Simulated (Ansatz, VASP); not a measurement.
**MgF2 in VASP and in Ansatz**

Contents of INCAR:

```
ALGO = Normal ; EDIFF = 1E-6
ENCUT = 840 ; GGA = PE
GGA_COMPAT = F ; ISIF = 2
ISMEAR = 0 ; LASPH = T
LCHARG = F ; LREAL = F
LWAVE = F ; NBANDS = 33
NELM = 120 ; PREC = Accurate
SIGMA = 0.01
```

Contents of KPOINTS:

```
k-points
0
Gamma
  4 4 8
```

POSCAR

```
MgF2
1.0
    4.6975999650      0.0000000000      0.0000000000
    0.0000000000      4.6975999650      0.0000000000
    0.0000000000      0.0000000000      3.0930660779
Mg F
2 4
Direct
    0.0000000000      0.0000000000      0.0000000000
    0.5000000000      0.5000000000      0.5000000000
    0.3035644552      0.3035644552      0.0000000000
    0.1964355448      0.8035644552      0.5000000000
    0.6964355448      0.6964355448      0.0000000000
    0.8035644552      0.1964355448      0.5000000000
```

Input for Ansatz:

```yaml
crystal:
  lattice:
    - [4.697599965, 0.0, 0.0]
    - [0.0, 4.697599965, 0.0]
    - [0.0, 0.0, 3.0930660779]
  atoms:
    - { symbol: Mg, position: [0.0, 0.0, 0.0] }
    - { symbol: Mg, position: [0.5, 0.5, 0.5] }
    - { symbol: F, position: [0.3035644552, 0.3035644552, 0.0] }
    - { symbol: F, position: [0.1964355448, 0.8035644552, 0.5] }
    - { symbol: F, position: [0.6964355448, 0.6964355448, 0.0] }
    - { symbol: F, position: [0.8035644552, 0.1964355448, 0.5] }
kpoints:
  mp_grid: { grid: [4, 4, 8] }
hamiltonian:
  xc: pbe
scf:
  occupations: { method: fixed }
  n_extra_bands: 5
output:
  forces: true
  stress: true
  eigenvalues: true
```

Alike in both runs: task single point; functional PBE; k mesh 4 × 4 × 8; no spin polarisation.

|  | VASP | Ansatz |
| --- | --- | --- |
| version | VASP 6.6.1 | Ansatz 0.2.0 |
| potentials or method | VASP PAW PBE potentials, release 64 (Mg_sv, F) | plane waves, PAW |
| plane-wave cutoff (eV) | 840 | 420 |
| occupations | gaussian, width 0.01 eV | fixed |
| valence electrons in the cell | 48 | 48 |

|  | VASP | Ansatz | Ansatz less VASP |
| --- | --- | --- | --- |
| gap on the k mesh at the Fermi level (eV) | 6.82 | 6.84 | +0.016 |
| pressure (GPa) | 0.0 | 0.0 | +0.02 |
| traceless stress, the component that is largest in VASP (GPa) | 0.10 | -0.02 | -0.112 |
| rms of the force components (eV/Å) | 0.004 | 0.000 | -0.0038 |

Atom by atom the forces differ by 0.004 eV/Å (rms over components).
